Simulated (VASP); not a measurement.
# C (I4_1/amd) in VASP: further runs, part 2 of 2

VASP 6.6.1.

## Step 3: Single point, PBEsol (in-plane strain -0.005, then relaxed in part)

INCAR

```
SYSTEM = C
ALGO = Normal ; EDIFF = 1E-6
ENCUT = 520 ; GGA = PS
ISIF = 2 ; ISMEAR = 0
LASPH = .TRUE. ; LCHARG = .TRUE.
LELF = .TRUE. ; LREAL = .FALSE.
LVHAR = .TRUE. ; LWAVE = .FALSE.
NBANDS = 11 ; NELM = 60
PREC = Accurate ; SIGMA = 0.01
```

KPOINTS

```
k-points
0
G
  12 12 12
  0 0 0
```

POSCAR

```
C
1.0
    1.7680192062      1.7680192062      0.0000000000
   -1.7680192062      1.7680192062      0.0000000000
    0.0000000000      1.7680192062      1.7792766001
C
2
Direct
    0.5000000000      0.5000000000      0.0000000000
    0.7500000000      0.2500000000      0.5000000000
```

Potentials or basis: VASP PAW PBE potentials, release 64 (C).

The run is started by

```console
$ cat potpaw_PBE.64/C/POTCAR > POTCAR
$ mpirun -np 1 vasp_std > vasp.out
```

OUTCAR:

```text
SYSTEM = C
   EDIFF = 1E-6
   ENCUT = 520
   GGA = PS
   ISIF = 2
   ISMEAR = 0
   LASPH = .TRUE.
   LREAL = .FALSE.
   NELM = 60
   PREC = Accurate

 ion  position               nearest neighbor table
   1  0.500  0.500  0.000-   2 1.53   2 1.53   2 1.53   2 1.53
   2  0.750  0.250  0.500-   1 1.53   1 1.53   1 1.53   1 1.53

  LATTYP: Found a body centered tetragonal cell.
 ALAT       =     2.5003567399
 C/A-ratio  =     1.4232181926

  Lattice vectors:

 A1 = (   1.7680192062,   0.0000000000,  -1.7792766001)
 A2 = (  -1.7680192062,   0.0000000000,  -1.7792766001)
 A3 = (   0.0000000000,   1.7680192062,   1.7792766001)

Analysis of symmetry for initial positions (statically):
=====================================================================
 Subroutine PRICEL returns:
 Original cell was already a primitive cell.

 Routine SETGRP: Setting up the symmetry group for a
 body centered tetragonal supercell.

 Subroutine GETGRP returns: Found 16 space group operations
 (whereof  8 operations were pure point group operations)
 out of a pool of 16 trial point group operations.

The static configuration has the point symmetry D_2d.
[... 175 lines left out ...]
      4      10.0275      2.00000
      5      15.5623      0.00000
      6      15.5623      0.00000
      7      15.6405      0.00000
      8      23.8120      0.00000
      9      29.2070      0.00000
     10      36.5042      0.00000
     11      36.8505      0.00000
[... 309 lines left out ...]
 k-point    24 :      -0.4167    0.1667   -0.0000
  band No.  band energies     occupation
      1      -7.5323      2.00000
      2       0.0364      2.00000
      3       5.6794      2.00000
      4       5.8160      2.00000
      5      16.6040      0.00000
      6      21.0430      0.00000
      7      21.3761      0.00000
      8      22.6721      0.00000
      9      31.1153      0.00000
     10      32.7248      0.00000
     11      37.5116      0.00000

 [... further k-points ...]

------------------------ aborting loop because EDIFF is reached ----------------------------------------

  FORCE on cell =-STRESS in cart. coord.  units (eV):
  Direction    XX          YY          ZZ          XY          YZ          ZX
  --------------------------------------------------------------------------------------
  -------------------------------------------------------------------------------------
  Total        0.4942634      0.4942634      0.0780191      0.0000000      0.0000000      0.0000000
  in kB       71.1904356     71.1904356     11.2373480      0.0000000      0.0000000      0.0000000
  external PRESSURE =      51.2060731 kB  Pullay stress =       0.0000000 kB

 VOLUME and BASIS-vectors are now :
 -----------------------------------------------------------------------------
  energy-cutoff  :      520.00
  volume of cell :       11.12
      direct lattice vectors                 reciprocal lattice vectors
     1.768019206  1.768019206  0.000000000     0.282802358  0.282802358 -0.281013081
    -1.768019206  1.768019206  0.000000000    -0.282802358  0.282802358 -0.281013081
     0.000000000  1.768019206  1.779276600     0.000000000  0.000000000  0.562026163

 POSITION                                       TOTAL-FORCE (eV/Angst)
 -----------------------------------------------------------------------------------
      0.00000      1.76802      0.00000        -0.000000     -0.000000      0.000000
      0.88401      2.65203      0.88964         0.000000      0.000000      0.000000
 -----------------------------------------------------------------------------------
    total drift:                                0.000000     -0.000000      0.000000

  FREE ENERGIE OF THE ION-ELECTRON SYSTEM (eV)
  ---------------------------------------------------
  free  energy   TOTEN  =       -19.2468138778 eV

  energy  without entropy=      -19.2468138778  energy(sigma->0) =      -19.24681388
```

OSZICAR:

```text
N       E                     dE             d eps       ncg     rms          rms(c)
DAV:   1    -0.572809885325E+00   -0.57281E+00   -0.47302E+03  3789   0.696E+02
DAV:   2    -0.195982601408E+02   -0.19025E+02   -0.18526E+02  4748   0.128E+02
DAV:   3    -0.199483585986E+02   -0.35010E+00   -0.34904E+00  4220   0.131E+01
DAV:   4    -0.199489065275E+02   -0.54793E-03   -0.54792E-03  3892   0.635E-01
DAV:   5    -0.199489070932E+02   -0.56573E-06   -0.56572E-06  4074   0.196E-02    0.574E+00
DAV:   6    -0.194275323195E+02    0.52137E+00   -0.26793E-01  3676   0.360E+00    0.338E+00
DAV:   7    -0.192461879868E+02    0.18134E+00   -0.32076E-01  3877   0.397E+00    0.718E-01
DAV:   8    -0.192467883727E+02   -0.60039E-03   -0.77951E-03  3817   0.696E-01    0.296E-02
DAV:   9    -0.192468059546E+02   -0.17582E-04   -0.14957E-05  4223   0.350E-02    0.217E-02
DAV:  10    -0.192468140134E+02   -0.80588E-05   -0.34156E-06  3904   0.162E-02    0.450E-03
DAV:  11    -0.192468138778E+02    0.13564E-06   -0.89843E-08  2115   0.263E-03
   1 F= -.19246814E+02 E0= -.19246814E+02  d E =-.925852-103
```

stdout:

```text
POSCAR found type information on POSCAR C
 POSCAR found :  1 types and       2 ions
 scaLAPACK will be used
 -----------------------------------------------------------------------------
|                                                                             |
|                                                                             |
|     You enforced a specific xc type in the INCAR file but a different       |
|     I HOPE YOU KNOW WHAT YOU ARE DOING!                                     |
|                                                                             |
 -----------------------------------------------------------------------------

 LDA part: xc-table for (Slater+PW92), standard interpolation
 POSCAR, INCAR and KPOINTS ok, starting setup
 FFT: planning ... GRIDC
 FFT: planning ... GRID_SOFT
 FFT: planning ... GRID
 WAVECAR not read
 entering main loop
```

Run time: 25 s. Hardware: 1 thread of Intel Xeon 8259CL, shared host; peak memory 0.13 GiB.

Results:

| Item | Value |
| --- | --- |
| Free energy | -19.2468 eV |
| Pressure | 5.1 GPa |
| Band gap on the k mesh | 4.00 eV, indirect (least direct gap 5.53 eV) |

Stress tensor (GPa, compression positive):
```
7.12 0.00 0.00
0.00 7.12 0.00
0.00 0.00 1.12
```

Caveat: the cell differs from its parent crystal (in-plane strain -0.005, then relaxed in part); the PAW data sets were made with another functional, which shifts forces and pressure a little. A k mesh can miss the band edges.
